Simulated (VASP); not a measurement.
# Hf2C (P-6m2) in VASP: further runs, part 2 of 2

VASP 6.6.1. Earlier steps stand in the parts before.

### 3 Single point, PBE

This run uses another cell than the first one, of 17.21 Å³/atom, 1.024 times its volume.

Input file INCAR:

```
PREC = Accurate
ENCUT = 520
EDIFF = 1E-7
ISMEAR = 0
SIGMA = 0.1
LREAL = False
LASPH = True
NELM = 80
ALGO = Normal
ISIF = 2
LWAVE = False
LCHARG = False
GGA = PE
NBANDS = 19
```

Input file KPOINTS:

```
regular mesh
0
Gamma
  6 6 4
```

Input file POSCAR:

```
Hf2C
1.0
    3.3755395700      0.0000000000      0.0000000000
   -1.6877697800      2.9233030200      0.0000000000
    0.0000000000      0.0000000000      5.2320863300
Hf C
2 1
Direct
    0.0000000000      0.0000000000      0.7500000000
    0.0000000000      0.0000000000      0.2500000000
    0.3333333300      0.6666666700      0.0000000000
```

Potentials or basis: VASP PAW PBE potentials, release 64 (Hf_pv, C).

The run is started by

```sh
$ cat potpaw_PBE.64/Hf_pv/POTCAR potpaw_PBE.64/C/POTCAR > POTCAR
$ mpirun -np 1 vasp_std > vasp.out
```

OUTCAR:

```text
PREC = Accurate
   ENCUT = 520
   EDIFF = 1E-7
   ISMEAR = 0
   LREAL = False
   LASPH = True
   NELM = 80
   ISIF = 2
   GGA = PE

 ion  position               nearest neighbor table
   1  0.000  0.000  0.750-   3 2.35   3 2.35   3 2.35   2 2.62   2 2.62
   2  0.000  0.000  0.250-   3 2.35   3 2.35   3 2.35   1 2.62   1 2.62
   3  0.333  0.667  0.000-   1 2.35   2 2.35   1 2.35   2 2.35   1 2.35   2 2.35

  LATTYP: Found a hexagonal cell.
 ALAT       =     3.3755395700
 C/A-ratio  =     1.5499999990

  Lattice vectors:

 A1 = (   3.3755395700,   0.0000000000,   0.0000000000)
 A2 = (  -1.6877697800,   2.9233030200,   0.0000000000)
 A3 = (   0.0000000000,   0.0000000000,   5.2320863300)

Analysis of symmetry for initial positions (statically):
=====================================================================
 Subroutine PRICEL returns:
 Original cell was already a primitive cell.

 Routine SETGRP: Setting up the symmetry group for a
 hexagonal supercell.

 Subroutine GETGRP returns: Found 12 space group operations
 (whereof 12 operations were pure point group operations)
 out of a pool of 24 trial point group operations.

The static configuration has the point symmetry D_3h.

Analysis of symmetry for dynamics (positions and initial velocities):
=====================================================================
 Subroutine PRICEL returns:
 Original cell was already a primitive cell.

 Routine SETGRP: Setting up the symmetry group for a
 hexagonal supercell.

 Subroutine GETGRP returns: Found 12 space group operations
 (whereof 12 operations were pure point group operations)
 out of a pool of 24 trial point group operations.

The dynamic configuration has the point symmetry D_3h.

 Subroutine INISYM returns: Found 12 space group operations
 (whereof 12 operations are pure point group operations),
 and found     1 'primitive' translations

----------------------------------------------------------------------------------------

[... 109 lines left out ...]
     AMIX     =   0.40;   BMIX     =  1.00
     AMIX_MAG =   1.60;   BMIX_MAG =  1.00
  volume/ion in A,a.u.               =      17.21       116.14
  Fermi-wavevector in a.u.,A,eV,Ry     =   1.268181  2.396515 21.882022  1.608283
  Thomas-Fermi vector in A             =   2.401290
   LORBIT       =      0    0 simple, 1 ext, 2 COOP (PROOUT), +10 PAW based schemes
   GGA     = PE    functional components
   LHFCALC =     F    Hartree Fock is set to
   AEXX    =    0.0000 exact exchange contribution
   IVDW    =     0    specifies the selected vdW correction
   LEPSILON=     F    determine dielectric tensor
   LRPA    =     F    only Hartree local field effects (RPA)
 non-spin polarized calculation
 Gauss-broadening in eV      SIGMA  =   0.10
  energy-cutoff  :      520.00
  volume of cell :       51.63
 maximum number of plane-waves:      1411
 NGX is ok and might be reduce to    28
   NGX = 13   NGY = 13   NGZ = 19

 number of electron      23.9999998 magnetization

 Free energy of the ion-electron system (eV)
  ---------------------------------------------------
  ext. energy  EPLUGINS =         0.00000000
  ---------------------------------------------------
  free energy    TOTEN  =       -28.77732940 eV

  energy without entropy =      -28.76766218  energy(sigma->0) =      -28.77249579

 E-fermi :   5.2318     XC(G=0): -11.3044

 val. band max:        5.2088256523   @ k =   0.1667   0.1667   0.0000
 cond. band min:       5.2863388920   @ k =   0.3333   0.1667   0.2500
 fundamental gap:      0.0775132397
 Fermi energy:         5.2318253395

 k-point     1 :       0.0000    0.0000    0.0000
  band No.  band energies     occupation
      1     -26.6826      2.00000
      2     -25.4793      2.00000
      3     -25.4793      2.00000
      4     -25.2145      2.00000
      5     -25.2145      2.00000
      6     -24.4785      2.00000
[... 439 lines left out ...]
      6     -25.5742      2.00000
[... 11 lines left out ...]
     18       9.5257      0.00000
     19      12.1615      0.00000

------------------------ aborting loop because EDIFF is reached ----------------------------------------

  FORCE on cell =-STRESS in cart. coord.  units (eV):
  Direction    XX          YY          ZZ          XY          YZ          ZX
  --------------------------------------------------------------------------------------
  -------------------------------------------------------------------------------------
  Total       -4.5544730     -4.5544730      7.0294379     -0.0000000      0.0000000      0.0000000
  in kB     -141.3372954   -141.3372954    218.1419750     -0.0000002      0.0000000      0.0000000
  external PRESSURE =     -21.5108719 kB  Pullay stress =       0.0000000 kB

 VOLUME and BASIS-vectors are now :
 -----------------------------------------------------------------------------
  energy-cutoff  :      520.00
  volume of cell :       51.63
      direct lattice vectors                 reciprocal lattice vectors
     3.375539570  0.000000000  0.000000000     0.296248934  0.171039401  0.000000000
    -1.687769780  2.923303020  0.000000000     0.000000000  0.342078804  0.000000000
     0.000000000  0.000000000  5.232086330     0.000000000  0.000000000  0.191128345

 POSITION                                       TOTAL-FORCE (eV/Angst)
 -----------------------------------------------------------------------------------
      0.00000      0.00000      3.92406        -0.000000     -0.000000      0.611620
      0.00000      0.00000      1.30802        -0.000000     -0.000000     -0.611620
     -0.00000      1.94887      0.00000         0.000000      0.000000      0.000000
 -----------------------------------------------------------------------------------
    total drift:                                0.000004     -0.000003     -0.000000

  FREE ENERGIE OF THE ION-ELECTRON SYSTEM (eV)
  ---------------------------------------------------
  free  energy   TOTEN  =       -28.7773293960 eV

  energy  without entropy=      -28.7676621760  energy(sigma->0) =      -28.77249579
```

OSZICAR:

```text
N       E                     dE             d eps       ncg     rms          rms(c)
DAV:   1     0.707099898314E+02    0.70710E+02   -0.13322E+04   798   0.121E+03
DAV:   2    -0.280534826692E+02   -0.98763E+02   -0.96132E+02   936   0.271E+02
DAV:   3    -0.325377862932E+02   -0.44843E+01   -0.44173E+01  1070   0.398E+01
DAV:   4    -0.325848486462E+02   -0.47062E-01   -0.46932E-01  1032   0.452E+00
DAV:   5    -0.325853786532E+02   -0.53001E-03   -0.52995E-03  1063   0.455E-01    0.636E+01
DAV:   6    -0.290129108041E+02    0.35725E+01   -0.24268E+01   868   0.198E+01    0.385E+01
DAV:   7    -0.288746216850E+02    0.13829E+00   -0.33896E+00   866   0.866E+00    0.193E+01
DAV:   8    -0.287888642927E+02    0.85757E-01   -0.46627E-01   937   0.387E+00    0.300E+00
DAV:   9    -0.287790141072E+02    0.98502E-02   -0.10977E-01   961   0.151E+00    0.177E+00
DAV:  10    -0.287800280072E+02   -0.10139E-02   -0.42874E-02   911   0.104E+00    0.214E+00
DAV:  11    -0.287773048542E+02    0.27232E-02   -0.15317E-02   918   0.593E-01    0.223E-01
DAV:  12    -0.287773733231E+02   -0.68469E-04   -0.67696E-04   970   0.161E-01    0.360E-01
DAV:  13    -0.287773334136E+02    0.39909E-04   -0.97232E-05   905   0.456E-02    0.987E-02
DAV:  14    -0.287773293707E+02    0.40429E-05   -0.37538E-05   950   0.295E-02    0.325E-03
DAV:  15    -0.287773294871E+02   -0.11636E-06   -0.70810E-07   995   0.557E-03    0.591E-03
DAV:  16    -0.287773293960E+02    0.91104E-07   -0.60571E-08   563   0.118E-03
   1 F= -.28777329E+02 E0= -.28772496E+02  d E =-.966722E-02
```

stdout:

```text
POSCAR found type information on POSCAR HfC
 POSCAR found :  2 types and       3 ions
 scaLAPACK will be used
 LDA part: xc-table for (Slater+PW92), standard interpolation
 POSCAR, INCAR and KPOINTS ok, starting setup
 FFT: planning ... GRIDC
 FFT: planning ... GRID_SOFT
 FFT: planning ... GRID
 WAVECAR not read
 entering main loop
```

Run time: 14 s. Hardware: 1 thread of AMD EPYC 9R45 (Zen 5), shared host; peak memory 0.15 GiB.

Results:

```yaml
Free_energy: -28.7773 eV
Pressure: -2.2 GPa
Largest_force: 0.612 eV/Å
Band_gap_on_the_k_mesh: zero (band 12 reaches 5.51 eV, above the bottom of band 13 at 4.83 eV)
```

Forces in eV/Å, atoms in the order of the input:
```
Hf   0.000  0.000  0.612
Hf   0.000  0.000 -0.612
C    0.000  0.000  0.000
```

Caveat: spin-orbit coupling is left out, which moves the levels of the heavy elements.

### 4 Relaxation of cell and atoms, PBE

This run uses another cell than the first one, of 17.21 Å³/atom, 1.024 times its volume.

Input file INCAR:

```
SYSTEM = Hf2C
PREC = Accurate
ENCUT = 600
EDIFF = 1E-7
ISMEAR = 0
SIGMA = 0.1
LREAL = .False.
LASPH = .True.
NELM = 60
ALGO = Normal
ISIF = 3
LWAVE = .False.
LCHARG = .False.
GGA = PE
IBRION = 2
NSW = 90
EDIFFG = -0.04
```

Input file KPOINTS:

```
Automatic mesh
0
Gamma
  6 6 4
  0 0 0
```

POSCAR is that of step 3.

The run is started by

```sh
$ cat potpaw_PBE.64/Hf_pv/POTCAR potpaw_PBE.64/C/POTCAR > POTCAR
$ mpirun -np 1 vasp_std > vasp.out
```

It took 52 s on 1 thread of AMD EPYC 9R45 (Zen 5), shared host; peak memory 0.17 GiB.

Results (log left out):

* Free energy: -29.3127 eV
* Relaxed volume: 16.74 Å³/atom
* Relaxed cell: a = 3.205 Å, b = 3.205 Å, c = 5.644 Å, α = 90.00°, β = 90.00°, γ = 120.00°
* Space group after relaxing (to 0.05 Å): P-6m2 (No. 187)
* Energy gained by relaxing: 178.1 meV/atom
* Ionic steps: 7
* Pressure after relaxing: 0.0 GPa
* Band gap on the k mesh: zero (band 12 reaches 5.41 eV, above the bottom of band 13 at 5.11 eV)

Stress tensor (GPa, compression positive):
```
-0.06  0.00  0.00
 0.00 -0.06  0.00
 0.00  0.00  0.03
```

The path:
| step | energy change (eV) | largest force (eV/Å) | pressure (GPa) | volume (Å³) |
| --- | --- | --- | --- | --- |
| 1 | 0.0000 | 0.6123 | -2.19 | 51.63 |
| 2 | -0.4313 | 0.3233 | 2.78 | 49.33 |
| 3 | -0.5332 | 0.1812 | -0.16 | 50.12 |
| 4 | -0.5333 | 0.1779 | -0.26 | 50.16 |
| 5 | -0.5329 | 0.1618 | 0.94 | 49.98 |
| 6 | -0.5340 | 0.0251 | 0.28 | 50.08 |
| 7 | -0.5342 | 0.0005 | -0.03 | 50.22 |

Final structure:
```
Hf C
1.0
     3.20548    0.00000    0.00000
    -1.60274    2.77602    0.00000
     0.00000    0.00000    5.64413
Hf C
2 1
Direct
  0.00000 0.00000 0.75509
  0.00000 0.00000 0.24491
  0.33333 0.66667 0.00000
```

Levels at points of the mesh, in eV from the Fermi level:
```csv
k point,band 8,band 9,band 10,band 11,band 12,band 13,band 14,band 15,band 16
"(0.00, 0.00, 0.00)",-5.48,-3.25,-2.12,-2.12,-1.67,1.76,1.76,1.95,1.95
"(0.50, 0.00, 0.00)",-5.49,-3.62,-2.43,-1.66,-1.16,1.00,1.04,3.95,4.43
"(0.00, 0.00, 0.50)",-6.54,-1.98,-1.98,-1.21,-1.21,1.48,1.48,2.65,2.65
"(0.50, 0.00, 0.50)",-4.92,-4.04,-2.17,-1.53,-0.19,0.13,1.61,2.99,3.57
```

Caveat: spin-orbit coupling is left out, which moves the levels of the heavy elements.

### 5 The runs side by side

| task | cell | cutoff (eV) | gap on the mesh (eV) | pressure (GPa) | largest force (eV/Å) |
| --- | --- | --- | --- | --- | --- |
| single point | a = 3.209, b = 3.209, c = 5.654 Å, angles 90.0, 90.0, 120.0°, 3 atoms | 520 | none | -0.7 | 0.11 |
| single point | a = 3.376, b = 3.376, c = 5.232 Å, angles 90.0, 90.0, 120.0°, 3 atoms | 520 | none | -2.2 | 0.61 |
| relaxation of cell and atoms | relaxed from a = 3.376, b = 3.376, c = 5.232 Å, angles 90.0, 90.0, 120.0°, 3 atoms | 600 | none | 0.0 | - |

Alike in all rows: level PBE; potentials or basis VASP PAW PBE potentials, release 64 (Hf_pv, C); no spin polarisation; k mesh 6 × 6 × 4; smearing gaussian 0.1 eV.

Caveats: some runs use coarse meshes; spin-orbit coupling is left out, which moves the levels of the heavy elements.

Total energies depend on the potentials used, so only differences within one code and one set of settings carry meaning.
